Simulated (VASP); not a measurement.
# Si2S3 (P-3m1) in VASP: further runs

Runs on Si2S3. Level: PBE. Tasks: single point, relaxation of cell and atoms.

All numbers are computed with VASP 6.6.1; they aren't measurements. Logs are shortened: lines on timing, memory, paths and dates and some standing lists are left out, and cuts for length are marked.

**1. The cell of the first run**

Symmetry: P-3m1, No. 164, trigonal system. The conventional cell has a = 3.466 Å, b = 3.466 Å, c = 9.066 Å, α = 90.00°, β = 90.00°, γ = 120.00°. Within 3.1 Å of Si (site symmetry 3m) lie 6 S at 2.34 to 2.49 Å. S (site symmetry -3m) has 6 Si at 2.49 Å and 12 S at 3.36 to 3.47 Å within 3.5 Å. S (site symmetry 3m) has 3 Si at 2.34 Å within 3.1 Å.

**2. Single point, PBE**

The input, INCAR:

```
SYSTEM = Si2S3
PREC = Accurate ; ENCUT = 520
EDIFF = 1E-7 ; ISMEAR = 0
SIGMA = 0.1 ; LREAL = .FALSE.
LASPH = .TRUE. ; NELM = 100
ALGO = Normal ; ISIF = 2
LWAVE = .FALSE. ; LCHARG = .TRUE.
GGA = PE ; LELF = .TRUE.
LVHAR = .TRUE. ; NBANDS = 21
```

The input, KPOINTS:

```
Automatic mesh
0
G
  6 6 4
  0 0 0
```

The input, POSCAR:

```
Si2S3
1.0
    3.4663398572      0.0000000000      0.0000000000
   -1.7331699286      3.0019383745      0.0000000000
    0.0000000000      0.0000000000      9.0662350155
Si S
2 3
Direct
    0.3333333333      0.6666666667      0.1628905346
    0.6666666667      0.3333333333      0.8371094654
    0.0000000000      0.0000000000      0.0000000000
    0.3333333333      0.6666666667      0.7028434203
    0.6666666667      0.3333333333      0.2971565797
```

Potentials or basis: VASP PAW PBE potentials, release 64 (Si, S).

Launch:

```bash
> cat potpaw_PBE.64/Si/POTCAR potpaw_PBE.64/S/POTCAR > POTCAR
> mpirun -np 1 vasp_std > vasp.out
```

OUTCAR:

```text
SYSTEM = Si2S3
   PREC = Accurate
   ENCUT = 520
   EDIFF = 1E-7
   ISMEAR = 0
   LREAL = .FALSE.
   LASPH = .TRUE.
   NELM = 100
   ISIF = 2
   GGA = PE

 ion  position               nearest neighbor table
   1  0.333  0.667  0.163-   5 2.34   5 2.34   5 2.34   3 2.49   3 2.49   3 2.49
   2  0.667  0.333  0.837-   4 2.34   4 2.34   4 2.34   3 2.49   3 2.49   3 2.49
   3  0.000  0.000  0.000-   1 2.49   2 2.49   2 2.49   1 2.49   2 2.49   1 2.49
   4  0.333  0.667  0.703-   2 2.34   2 2.34   2 2.34
   5  0.667  0.333  0.297-   1 2.34   1 2.34   1 2.34

  LATTYP: Found a hexagonal cell.
 ALAT       =     3.4663398572
 C/A-ratio  =     2.6155066696

  Lattice vectors:

 A1 = (   3.4663398572,   0.0000000000,   0.0000000000)
 A2 = (  -1.7331699286,   3.0019383745,   0.0000000000)
 A3 = (   0.0000000000,   0.0000000000,   9.0662350155)

Analysis of symmetry for initial positions (statically):
=====================================================================
 Subroutine PRICEL returns:
 Original cell was already a primitive cell.

 Routine SETGRP: Setting up the symmetry group for a
 hexagonal supercell.

 Subroutine GETGRP returns: Found 12 space group operations
 (whereof 12 operations were pure point group operations)
 out of a pool of 24 trial point group operations.

The static configuration has the point symmetry D_3d.

Analysis of symmetry for dynamics (positions and initial velocities):
=====================================================================
 Subroutine PRICEL returns:
 Original cell was already a primitive cell.

 Routine SETGRP: Setting up the symmetry group for a
 hexagonal supercell.

 Subroutine GETGRP returns: Found 12 space group operations
 (whereof 12 operations were pure point group operations)
 out of a pool of 24 trial point group operations.

The dynamic configuration has the point symmetry D_3d.

 Subroutine INISYM returns: Found 12 space group operations
 (whereof 12 operations are pure point group operations),
 and found     1 'primitive' translations

----------------------------------------------------------------------------------------

                                     Primitive cell

  volume of cell :      94.3409

  direct lattice vectors                    reciprocal lattice vectors
     3.466339857  0.000000000  0.000000000     0.288488735  0.166559049  0.000000000
    -1.733169929  3.001938374  0.000000000     0.000000000  0.333118097  0.000000000
     0.000000000  0.000000000  9.066235016     0.000000000  0.000000000  0.110299369

  length of vectors
     3.466339857  3.466339857  9.066235016     0.333118097  0.333118097  0.110299369

  position of ions in fractional coordinates (direct lattice)
     0.333333333  0.666666667  0.162890535
     0.666666667  0.333333333  0.837109465
     0.000000000  0.000000000  0.000000000
     0.333333333  0.666666667  0.702843420
     0.666666667  0.333333333  0.297156580

  ion indices of the primitive-cell ions
   primitive index   ion index
                 1           1
                 2           2
                 3           3
                 4           4
                 5           5

----------------------------------------------------------------------------------------

 KPOINTS: Automatic mesh

Automatic generation of k-mesh.
 Grid dimensions read from file:
 generate k-points for:    6    6    4

 Generating k-lattice:

  Cartesian coordinates                     Fractional coordinates (reciprocal lattice)
     0.048081456  0.027759841  0.000000000     0.166666667  0.000000000  0.000000000
     0.000000000  0.055519683  0.000000000     0.000000000  0.166666667  0.000000000
     0.000000000  0.000000000  0.027574842     0.000000000  0.000000000  0.250000000

  Length of vectors
     0.055519683  0.055519683  0.027574842

  Shift w.r.t. Gamma in fractional coordinates (k-lattice)
     0.000000000  0.000000000  0.000000000

 Subroutine IBZKPT returns following result:
 ===========================================

 Found     24 irreducible k-points:

 Following reciprocal coordinates:
            Coordinates               Weight
  0.000000  0.000000  0.000000      1.000000
  0.166667  0.000000  0.000000      6.000000
  0.333333  0.000000  0.000000      6.000000
  0.500000  0.000000  0.000000      3.000000
  0.166667  0.166667  0.000000      6.000000
  0.333333  0.166667  0.000000     12.000000
[... 16 lines left out ...]
  0.333333  0.166667  0.500000     12.000000
  0.333333  0.333333  0.500000      2.000000
   k-points           NKPTS =     24   k-points in BZ     NKDIM =     24   number of bands    NBANDS=     21
   number of dos      NEDOS =    301   number of ions     NIONS =      5
   total plane-waves  NPLWV =  54880
   dimension x,y,z NGX =    28 NGY =   28 NGZ =   70
   dimension x,y,z NGXF=    56 NGYF=   56 NGZF=  140
   ions per type =               2   3
   NGX,Y,Z   is equivalent  to a cutoff of  13.43, 13.43, 12.84 a.u.
   NGXF,Y,Z  is equivalent  to a cutoff of  26.86, 26.86, 25.67 a.u.
 SYSTEM =  Si2S3
   PREC   = accura    normal or accurate (medium, high low for compatibility)
   ISTART =      0    job   : 0-new  1-cont  2-samecut
   ICHARG =      2    charge: 1-file 2-atom 10-const
   ISPIN  =      1    spin polarized calculation?
   LNONCOLLINEAR =      F non collinear calculations
   LSORBIT =      F    spin-orbit coupling
   LASPH  =      T    aspherical Exc in radial PAW
   ENCUT  =  520.0 eV  38.22 Ry    6.18 a.u.   6.45  6.45 16.86*2*pi/ulx,y,z
   NELM   =    100;   NELMIN=  2; NELMDL= -5     # of ELM steps
   EDIFF  = 0.1E-06   stopping-criterion for ELM
   LREAL  =      F    real-space projection
   EDIFFG = 0.1E-05   stopping-criterion for IOM
   NSW    =      0    number of steps for IOM
   IBRION =     -1    ionic relax: 0-MD 1-quasi-New 2-CG
   NFREE  =      0    steps in history (QN), initial steepest desc. (CG)
   ISIF   =      2    stress and relaxation
   ISYM   =      2    0-nonsym 1-usesym 2-fastsym
   POTIM  = 0.5000    time-step for ionic-motion
   TEBEG  =    0.0;   TEEND  =   0.0 temperature during run
   PSTRESS=    0.0 pullay stress
   NELECT =      26.0000    total number of electrons
   NUPDOWN=      -1.0000    fix difference up-down
   EMIN   =  10.00;   EMAX   =-10.00  energy-range for DOS
   EFERMI =   0.00;   METHOD = LEGACY
   ISMEAR =     0;   SIGMA  =   0.10  broadening in eV -4-tet -1-fermi 0-gaus
   EFERMI_NEDOS =   21; number of points for ismear=-14 and -15
   IALGO  =     38    algorithm
   IMIX   =      4    mixing-type and parameters
     AMIX     =   0.40;   BMIX     =  1.00
     AMIX_MAG =   1.60;   BMIX_MAG =  1.00
  volume/ion in A,a.u.               =      18.87       127.33
  Fermi-wavevector in a.u.,A,eV,Ry     =   1.065367  2.013252 15.442711  1.135007
  Thomas-Fermi vector in A             =   2.200916
   LORBIT       =      0    0 simple, 1 ext, 2 COOP (PROOUT), +10 PAW based schemes
   GGA     = PE    functional components
   LHFCALC =     F    Hartree Fock is set to
   AEXX    =    0.0000 exact exchange contribution
   IVDW    =     0    specifies the selected vdW correction
   LEPSILON=     F    determine dielectric tensor
   LRPA    =     F    only Hartree local field effects (RPA)
 non-spin polarized calculation
 Gauss-broadening in eV      SIGMA  =   0.10
  energy-cutoff  :      520.00
  volume of cell :       94.34
 maximum number of plane-waves:      2566
 NGX is ok and might be reduce to    28
   NGX = 13   NGY = 13   NGZ = 33

 number of electron      26.0000000 magnetization

 Free energy of the ion-electron system (eV)
  ---------------------------------------------------
  ext. energy  EPLUGINS =         0.00000000
  ---------------------------------------------------
  free energy    TOTEN  =       -24.81598097 eV

  energy without entropy =      -24.81191955  energy(sigma->0) =      -24.81395026

 E-fermi :   6.6816     XC(G=0):  -9.5972

 val. band max:        6.6310985389   @ k =   0.3333   0.3333   0.2500
 cond. band min:       6.7494566976   @ k =   0.0000   0.0000   0.2500
 fundamental gap:      0.1183581587
 Fermi energy:         6.6816263445

 k-point     1 :       0.0000    0.0000    0.0000
  band No.  band energies     occupation
      1     -10.2865      2.00000
      2      -9.0220      2.00000
      3      -7.7545      2.00000
      4      -1.9167      2.00000
      5       0.8817      2.00000
      6       3.4105      2.00000
[... 13 lines left out ...]
     20      10.6298      0.00000
     21      11.8579      0.00000

 k-point     2 :       0.1667    0.0000    0.0000
  band No.  band energies     occupation
      1      -9.9312      2.00000
      2      -8.7048      2.00000
      3      -7.5432      2.00000
      4      -1.7764      2.00000
      5       0.3323      2.00000
      6       1.5344      2.00000
[... 13 lines left out ...]
     20      11.1919      0.00000
     21      11.7952      0.00000

 k-point     3 :       0.3333    0.0000    0.0000
  band No.  band energies     occupation
      1      -8.9495      2.00000
      2      -7.8905      2.00000
      3      -7.1495      2.00000
      4      -2.5229      2.00000
      5      -1.1461      2.00000
      6      -0.6818      2.00000
[... 13 lines left out ...]
     20      12.0369      0.00000
     21      12.6961      0.00000

 k-point     4 :       0.5000    0.0000    0.0000
  band No.  band energies     occupation
      1      -7.9819      2.00000
      2      -7.4113      2.00000
      3      -7.1599      2.00000
      4      -3.5317      2.00000
      5      -2.0647      2.00000
      6      -1.3330      2.00000
[... 13 lines left out ...]
     20      12.4797      0.00000
     21      13.6047      0.00000

 k-point     5 :       0.1667    0.1667    0.0000
  band No.  band energies     occupation
      1      -9.2582      2.00000
      2      -8.1301      2.00000
      3      -7.2226      2.00000
      4      -1.8590      2.00000
      5      -1.0637      2.00000
      6       0.3129      2.00000
[... 13 lines left out ...]
     20      11.3079      0.00000
     21      12.0988      0.00000

 k-point     6 :       0.3333    0.1667    0.0000
  band No.  band energies     occupation
      1      -8.1558      2.00000
      2      -7.3533      2.00000
      3      -7.0505      2.00000
      4      -3.0586      2.00000
      5      -2.1612      2.00000
      6      -0.9681      2.00000
[... 13 lines left out ...]
     20      12.5210      0.00000
     21      12.9209      0.00000

 k-point     7 :       0.3333    0.3333    0.0000
  band No.  band energies     occupation
      1      -7.5568      2.00000
      2      -7.0624      2.00000
      3      -7.0624      2.00000
      4      -2.9797      2.00000
      5      -2.9797      2.00000
      6      -0.9407      2.00000
[... 13 lines left out ...]
     20      12.3708      0.00000
     21      12.9453      0.00000
[... 291 lines left out ...]
      1      -8.9393      2.00000
      2      -7.9332      2.00000
      3      -7.1106      2.00000
      4      -2.5188      2.00000
      5      -1.1558      2.00000
      6      -0.6805      2.00000
[... 13 lines left out ...]
     20      12.1094      0.00000
     21      13.2885      0.00000

 k-point    21 :       0.5000    0.0000    0.5000
  band No.  band energies     occupation
      1      -7.9833      2.00000
      2      -7.3868      2.00000
      3      -7.1857      2.00000
      4      -3.5511      2.00000
      5      -2.0195      2.00000
      6      -1.2805      2.00000
[... 13 lines left out ...]
     20      12.7308      0.00000
     21      12.8326      0.00000

 k-point    22 :       0.1667    0.1667    0.5000
  band No.  band energies     occupation
      1      -9.2472      2.00000
      2      -8.1763      2.00000
      3      -7.1766      2.00000
      4      -1.8883      2.00000
      5      -1.0503      2.00000
      6       0.3175      2.00000
[... 13 lines left out ...]
     20      11.0672      0.00000
     21      12.3987      0.00000

 k-point    23 :       0.3333    0.1667    0.5000
  band No.  band energies     occupation
      1      -8.1498      2.00000
      2      -7.3780      2.00000
      3      -7.0323      2.00000
      4      -3.0669      2.00000
      5      -2.1474      2.00000
      6      -0.9356      2.00000
[... 13 lines left out ...]
     20      12.3418      0.00000
     21      13.1215      0.00000

 k-point    24 :       0.3333    0.3333    0.5000
  band No.  band energies     occupation
      1      -7.5568      2.00000
      2      -7.0620      2.00000
      3      -7.0620      2.00000
      4      -2.9909      2.00000
      5      -2.9909      2.00000
      6      -0.9612      2.00000
[... 13 lines left out ...]
     20      12.8177      0.00000
     21      13.1034      0.00000

------------------------ aborting loop because EDIFF is reached ----------------------------------------

  FORCE on cell =-STRESS in cart. coord.  units (eV):
  Direction    XX          YY          ZZ          XY          YZ          ZX
  --------------------------------------------------------------------------------------
  -------------------------------------------------------------------------------------
  Total       -0.0813924     -0.0813924      0.0164973     -0.0000000     -0.0000000      0.0000000
  in kB       -1.3822759     -1.3822759      0.2801709     -0.0000000     -0.0000000      0.0000000
  external PRESSURE =      -0.8281269 kB  Pullay stress =       0.0000000 kB

 VOLUME and BASIS-vectors are now :
 -----------------------------------------------------------------------------
  energy-cutoff  :      520.00
  volume of cell :       94.34
      direct lattice vectors                 reciprocal lattice vectors
     3.466339857  0.000000000  0.000000000     0.288488735  0.166559049  0.000000000
    -1.733169929  3.001938374  0.000000000     0.000000000  0.333118097  0.000000000
     0.000000000  0.000000000  9.066235016     0.000000000  0.000000000  0.110299369

 POSITION                                       TOTAL-FORCE (eV/Angst)
 -----------------------------------------------------------------------------------
     -0.00000      2.00129      1.47680         0.000000     -0.000000      0.017417
      1.73317      1.00065      7.58943        -0.000000      0.000000     -0.017417
      0.00000      0.00000      0.00000         0.000000      0.000000      0.000000
     -0.00000      2.00129      6.37214        -0.000000      0.000000      0.015083
      1.73317      1.00065      2.69409        -0.000000      0.000000     -0.015083
 -----------------------------------------------------------------------------------
    total drift:                                0.000000     -0.000000     -0.000000

  FREE ENERGIE OF THE ION-ELECTRON SYSTEM (eV)
  ---------------------------------------------------
  free  energy   TOTEN  =       -24.8159809722 eV

  energy  without entropy=      -24.8119195492  energy(sigma->0) =      -24.81395026
```

It took 1.9 min on 1 thread of Intel Xeon 8259CL, shared host; peak memory 0.23 GiB.

What came out:

```
Free energy            : -24.8160 eV
Pressure               : -0.1 GPa
Largest force          : 0.017 eV/Å
Band gap on the k mesh : zero (bands 13 and 14 overlap by 0.48 eV)
```

Forces on the atoms (eV/Å):
```
Si   0.000  0.000  0.017
Si   0.000  0.000 -0.017
S    0.000  0.000  0.000
S    0.000  0.000  0.015
S    0.000  0.000 -0.015
```

Stress tensor (GPa, compression positive):
```
-0.14  0.00  0.00
 0.00 -0.14  0.00
 0.00  0.00  0.03
```

Caveat: this functional lacks dispersion, which binds the layers, so the pressure and a relaxed spacing across them are unreliable.

(Part 1 of 2 ends here.)
